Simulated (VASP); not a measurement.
Here is a VASP 6.6.1 calculation.

The input INCAR:

```
SYSTEM = LiPrP3
PREC     = Accurate       ! precision mode
ENCUT    = 750            ! plane-wave cutoff, eV
EDIFF    = 1E-7           ! SCF threshold, eV
ISMEAR   = 0              ! smearing method
SIGMA    = 0.1            ! smearing width, eV
LREAL    = .False.        ! projectors in reciprocal space
LASPH    = .True.         ! aspherical terms in the spheres
NELM     = 200            ! most SCF steps
ALGO     = Normal         ! electronic algorithm
ISIF     = 3              ! what is computed and relaxed
LWAVE    = .False.        ! write WAVECAR
LCHARG   = .False.        ! write CHGCAR
GGA      = PE             ! functional
IBRION   = 2              ! ionic algorithm
NSW      = 100            ! ionic steps
EDIFFG   = -0.01          ! ionic threshold
GGA_COMPAT= .False.      
NELMIN   = 4            
LMAXMIX  = 6              ! l up to which the mixer works
```

Contents of KPOINTS:

```
regular mesh
0
Gamma
  12 12 10
  0 0 0
```

Contents of POSCAR:

```
LiPrP3
1.0
    5.7176278043      0.0000000000      0.0000000000
   -2.8588139022      4.9516109280      0.0000000000
    0.0000000000      0.0000000000      3.8567872365
Li Pr P
1 1 3
Direct
    0.0000000000      0.0000000000      0.5000000000
    0.6666666667      0.3333333333      0.0000000000
    0.1995902805      0.8004097195      0.0000000000
    0.1995902805      0.3991805609      0.0000000000
    0.6008194391      0.8004097195      0.0000000000
```

Potentials or basis: VASP PAW PBE potentials, release 64 (Li_sv, Pr_3, P), 4f in core.

The run is started by

```console
$ cat potpaw_PBE.64/Li_sv/POTCAR potpaw_PBE.64/Pr_3/POTCAR potpaw_PBE.64/P/POTCAR > POTCAR
$ mpirun -np 1 vasp_std > vasp.out
```

Task: Estimate the relaxed cell.

Result: a = 5.710 Å, b = 5.710 Å, c = 3.929 Å, α = 90.00°, β = 90.00°, γ = 120.00°.

Task: What does it give for the relaxed volume?

Result: 22.19 Å³/atom.

Task: Estimate the space group after relaxing (to 0.1 Å).

Result: P-6m2 (No. 187).

Forces in eV/Å, atoms in the order of the input:
```
Li   0.000  0.000  0.000
Pr   0.000  0.000  0.000
P   -0.007  0.004  0.000
P    0.000 -0.008  0.000
P    0.007  0.004  0.000
```

Caveat: spin-orbit coupling is left out, which moves the levels of the heavy elements; the 4f electrons are frozen in the core, so they carry no moment and show no levels. Spin polarisation is off, so any magnetic state and its effect on volume and gap are missing.
